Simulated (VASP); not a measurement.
# Se (Fm-3m) in VASP: single point with PBE

Aim: the single point of Se with PBE.

All numbers are computed with VASP 6.6.1; they aren't measurements. Logs are shortened: lines on timing, memory, paths and dates and some standing lists are left out, and cuts for length are marked.

### 1 The cell of the first run

The structure is cubic, space group Fm-3m (No. 225). Conventional cell: a = 5.451 Å, b = 5.451 Å, c = 5.451 Å, α = 90.00°, β = 90.00°, γ = 90.00°. Within 5.1 Å of Se (site symmetry m-3m) lie 12 Se at 3.85 Å.

### 2 Single point, PBE

Input file INCAR:

```
PREC     = Accurate       # precision mode
ENCUT    = 500            # plane-wave cutoff, eV
EDIFF    = 1E-6           # SCF threshold, eV
ISMEAR   = -1             # smearing method
SIGMA    = 0.1            # smearing width, eV
LREAL    = False          # projectors in reciprocal space
LASPH    = True           # aspherical terms in the spheres
NELM     = 120            # most SCF steps
ALGO     = Normal         # electronic algorithm
ISIF     = 2              # what is computed and relaxed
LWAVE    = False          # write WAVECAR
LCHARG   = False          # write CHGCAR
GGA      = PE             # functional
NBANDS   = 9              # bands
GGA_COMPAT= False
```

Input file KPOINTS:

```
Automatic mesh
0
Gamma
  6 6 6
```

Input file POSCAR:

```
Se
1.0
    0.0000000000      2.7255000000      2.7255000000
    2.7255000000      0.0000000000      2.7255000000
    2.7255000000      2.7255000000      0.0000000000
Se
1
Direct
    0.5000000000      0.5000000000      0.5000000000
```

Potentials or basis: VASP PAW PBE potentials, release 64 (Se).

Run with:

```bash
cat potpaw_PBE.64/Se/POTCAR > POTCAR
mpirun -np 1 vasp_std > vasp.out
```

OUTCAR:

```text
PREC = Accurate
   ENCUT = 500
   EDIFF = 1E-6
   ISMEAR = -1
   LREAL = False
   LASPH = True
   NELM = 120
   ISIF = 2
   GGA = PE

 ion  position               nearest neighbor table
   1  0.500  0.500  0.500-

  LATTYP: Found a face centered cubic cell.
 ALAT       =     5.4510000000

  Lattice vectors:

 A1 = (   0.0000000000,   2.7255000000,   2.7255000000)
 A2 = (   2.7255000000,   0.0000000000,   2.7255000000)
 A3 = (   2.7255000000,   2.7255000000,   0.0000000000)

Analysis of symmetry for initial positions (statically):
=====================================================================
 Subroutine PRICEL returns:
 Original cell was already a primitive cell.

 Routine SETGRP: Setting up the symmetry group for a
 face centered cubic supercell.

 Subroutine GETGRP returns: Found 48 space group operations
 (whereof 48 operations were pure point group operations)
 out of a pool of 48 trial point group operations.

The static configuration has the point symmetry O_h .

Analysis of symmetry for dynamics (positions and initial velocities):
=====================================================================
 Subroutine PRICEL returns:
 Original cell was already a primitive cell.

 Routine SETGRP: Setting up the symmetry group for a
 face centered cubic supercell.

 Subroutine GETGRP returns: Found 48 space group operations
 (whereof 48 operations were pure point group operations)
 out of a pool of 48 trial point group operations.

The dynamic configuration has the point symmetry O_h .

 Subroutine INISYM returns: Found 48 space group operations
 (whereof 48 operations are pure point group operations),
 and found     1 'primitive' translations

----------------------------------------------------------------------------------------

                                     Primitive cell

  volume of cell :      40.4919

  direct lattice vectors                    reciprocal lattice vectors
     0.000000000  2.725500000  2.725500000    -0.183452578  0.183452578  0.183452578
     2.725500000  0.000000000  2.725500000     0.183452578 -0.183452578  0.183452578
     2.725500000  2.725500000  0.000000000     0.183452578  0.183452578 -0.183452578

  length of vectors
     3.854439064  3.854439064  3.854439064     0.317749185  0.317749185  0.317749185

[... 68 lines left out ...]
   NELM   =    120;   NELMIN=  2; NELMDL= -5     # of ELM steps
   EDIFF  = 0.1E-05   stopping-criterion for ELM
   LREAL  =      F    real-space projection
   EDIFFG = 0.1E-04   stopping-criterion for IOM
   NSW    =      0    number of steps for IOM
   IBRION =     -1    ionic relax: 0-MD 1-quasi-New 2-CG
   NFREE  =      0    steps in history (QN), initial steepest desc. (CG)
   ISIF   =      2    stress and relaxation
   ISYM   =      2    0-nonsym 1-usesym 2-fastsym
   POTIM  = 0.5000    time-step for ionic-motion
   TEBEG  =    0.0;   TEEND  =   0.0 temperature during run
   PSTRESS=    0.0 pullay stress
   NELECT =       6.0000    total number of electrons
   NUPDOWN=      -1.0000    fix difference up-down
   EMIN   =  10.00;   EMAX   =-10.00  energy-range for DOS
   EFERMI =   0.00;   METHOD = LEGACY
   ISMEAR =    -1;   SIGMA  =   0.10  broadening in eV -4-tet -1-fermi 0-gaus
   EFERMI_NEDOS =   21; number of points for ismear=-14 and -15
   IALGO  =     38    algorithm
   IMIX   =      4    mixing-type and parameters
     AMIX     =   0.40;   BMIX     =  1.00
     AMIX_MAG =   1.60;   BMIX_MAG =  1.00
  volume/ion in A,a.u.               =      40.49       273.25
  Fermi-wavevector in a.u.,A,eV,Ry     =   0.866301  1.637072 10.210877  0.750478
  Thomas-Fermi vector in A             =   1.984671
   LORBIT       =      0    0 simple, 1 ext, 2 COOP (PROOUT), +10 PAW based schemes
   GGA     = PE    functional components
   LHFCALC =     F    Hartree Fock is set to
   AEXX    =    0.0000 exact exchange contribution
   IVDW    =     0    specifies the selected vdW correction
   LEPSILON=     F    determine dielectric tensor
   LRPA    =     F    only Hartree local field effects (RPA)
 non-spin polarized calculation
  energy-cutoff  :      500.00
  volume of cell :       40.49
 maximum number of plane-waves:      1056
   NGX = 13   NGY = 13   NGZ = 13

 number of electron       5.9999998 magnetization

 Free energy of the ion-electron system (eV)
  ---------------------------------------------------
  ext. energy  EPLUGINS =         0.00000000
  ---------------------------------------------------
  free energy    TOTEN  =        -1.70644604 eV

  energy without entropy =       -1.61119818  energy(sigma->0) =       -1.65882211

 E-fermi :  -0.8367     XC(G=0):  -7.6140

 val. band max:       -0.8791035936   @ k =   0.3333   0.3333   0.0000
 cond. band min:      -0.7379814772   @ k =   0.5000   0.3333   0.1667
 fundamental gap:      0.1411221164
 Fermi energy:        -0.8367352974

 k-point     1 :       0.0000    0.0000    0.0000
  band No.  band energies     occupation
      1     -13.0082      2.00000
      2       0.0453      0.00030
      3       0.0453      0.00030
      4       0.0453      0.00030
      5       5.0780      0.00000
      6      10.1475      0.00000
      7      10.1475      0.00000
      8      10.1475      0.00000
      9      13.2323      0.00000
[... 169 lines left out ...]
 k-point    16 :      -0.3333    0.5000    0.1667
  band No.  band energies     occupation
      1     -12.0930      2.00000
      2      -2.6581      2.00000
      3      -1.7458      1.99977
      4      -1.3354      1.98643
      5       6.6801      0.00000
      6       7.9979      0.00000
      7      11.0562      0.00000
      8      11.8169      0.00000
      9      16.1987      0.00000

------------------------ aborting loop because EDIFF is reached ----------------------------------------

  FORCE on cell =-STRESS in cart. coord.  units (eV):
  Direction    XX          YY          ZZ          XY          YZ          ZX
  --------------------------------------------------------------------------------------
  -------------------------------------------------------------------------------------
  Total       -2.0339402     -2.0339402     -2.0339402     -0.0000000     -0.0000000     -0.0000000
  in kB      -80.4785628    -80.4785628    -80.4785628     -0.0000000     -0.0000000     -0.0000000
  external PRESSURE =     -80.4785628 kB  Pullay stress =       0.0000000 kB

 VOLUME and BASIS-vectors are now :
 -----------------------------------------------------------------------------
  energy-cutoff  :      500.00
  volume of cell :       40.49
      direct lattice vectors                 reciprocal lattice vectors
     0.000000000  2.725500000  2.725500000    -0.183452578  0.183452578  0.183452578
     2.725500000  0.000000000  2.725500000     0.183452578 -0.183452578  0.183452578
     2.725500000  2.725500000  0.000000000     0.183452578  0.183452578 -0.183452578

 POSITION                                       TOTAL-FORCE (eV/Angst)
 -----------------------------------------------------------------------------------
      2.72550      2.72550      2.72550        -0.000000      0.000000      0.000000
 -----------------------------------------------------------------------------------
    total drift:                                0.000000      0.000000      0.000000

  FREE ENERGIE OF THE ION-ELECTRON SYSTEM (eV)
  ---------------------------------------------------
  free  energy   TOTEN  =        -1.7064460371 eV

  energy  without entropy=       -1.6111981803  energy(sigma->0) =       -1.65882211
```

Wall time 2.5 s (1 thread of Intel Xeon Platinum 8481C at 2.70GHz (Sapphire Rapids), shared host); peak memory 0.15 GiB.

What came out:

```yaml
Free_energy: -1.7064 eV
Pressure: -8.0 GPa
Band_gap_on_the_k_mesh: zero (band 3 reaches 0.05 eV, above the bottom of band 4 at -1.34 eV)
```
